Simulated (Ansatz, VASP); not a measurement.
Ge: VASP beside Ansatz

```
CELL_PARAMETERS angstrom
3.15364 0.00000 0.00000
-1.57682 2.73113 0.00000
0.00000 0.00000 10.33896
ATOMIC_POSITIONS crystal
Ge 0.00000 0.00000 0.00000
Ge 0.00000 0.00000 0.50000
Ge 0.33333 0.66667 0.25000
Ge 0.66667 0.33333 0.75000
```

Alike in both runs: task single point; functional revPBE; k mesh 16 × 16 × 5; occupations fermi-dirac, width 0.1 eV; no spin polarisation.

```csv
,VASP,Ansatz
version,VASP 6.6.1,Ansatz 0.2.0
potentials or method,"VASP PAW PBE potentials, release 64 (Ge_d), cutoff 520 eV","plane waves (420 eV) with PAW, scalar-relativistic"
valence electrons in the cell,56,56
```

```tsv
	VASP	Ansatz	Ansatz less VASP
pressure (GPa)	-5.3	-5.3	+0.04
traceless stress, the component that is largest in VASP (GPa)	0.49	0.50	+0.002
```

VASP's potentials were made for PBE, not for revPBE.
